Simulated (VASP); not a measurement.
Wanted: the native input for a VASP 6.6.1 run.

| Item | Value |
| --- | --- |
| Task | single point |
| Functional | PBE |
| Potentials or basis | VASP PAW PBE potentials, release 64 (Al, Co) |
| Cutoff | 520 eV |
| k mesh | 10 × 8 × 8 |
| Occupations | gaussian, width 0.1 eV |
| Spin | collinear spin, ferromagnetic start |
| Starting moments | [0.0, 0.0, 0.0, 1.09, 1.09, 1.09] μB |
| Dipole correction | no |
| Further INCAR settings | ALGO = Fast; EDIFF = 1e-07; NBANDS = 31 |

The structure of AlCo lies in POSCAR:

```
AlCo
1.0
    4.0386777092      0.0000000000      0.0000000000
    0.0000000000      4.9008097379      0.0000000000
    0.0000000000      0.0000000000      4.5084695005
Al Co
3 3
Direct
    0.5000000000      0.2476368166      0.5428185377
    0.5000000000      0.7523631834      0.5428185377
    0.0000000000      0.5000000000      0.2135040737
    0.0000000000      0.0000000000      0.3486693813
    0.0000000000      0.0000000000      0.8504628370
    0.5000000000      0.5000000000      0.0017266324
```

The cell was built from a structure type or drawn by symmetry, and may not be a known phase.

The input as run:

INCAR

```
  PREC = Accurate
  ENCUT = 520
  EDIFF = 1E-7
  ISMEAR = 0
  SIGMA = 0.1
  LREAL = False
  LASPH = True
  NELM = 150
  ALGO = Fast
  ISIF = 2
  LWAVE = False
  LCHARG = False
  ISPIN = 2
  MAGMOM = 0 0 0 1.09 1.09 1.09
  LORBIT = 11
  LMAXMIX = 4
  GGA = PE
  NBANDS = 31
```

KPOINTS

```
Automatic mesh
0
Gamma
  10 8 8
```

Potentials or basis: VASP PAW PBE potentials, release 64 (Al, Co).

Command:

```bash
$ cat potpaw_PBE.64/Al/POTCAR potpaw_PBE.64/Co/POTCAR > POTCAR
$ mpirun -np 1 vasp_std > vasp.out
```

It gave:

```
Pressure                                              : -0.1 GPa
Largest force                                         : 0.019 eV/Å
Net moment                                            : 2.83 μB per cell
Site moments                                          : Al -0.01; Co +0.88, +1.62, +0.55 μB
Valence electrons inside the program's atomic spheres : Al 0.83; Co 8.39, 8.02, 8.32
```

Wall time 13 min on 1 thread of Oxide Virtual Turin-like Processor, on a shared host, peak memory 0.61 GiB.
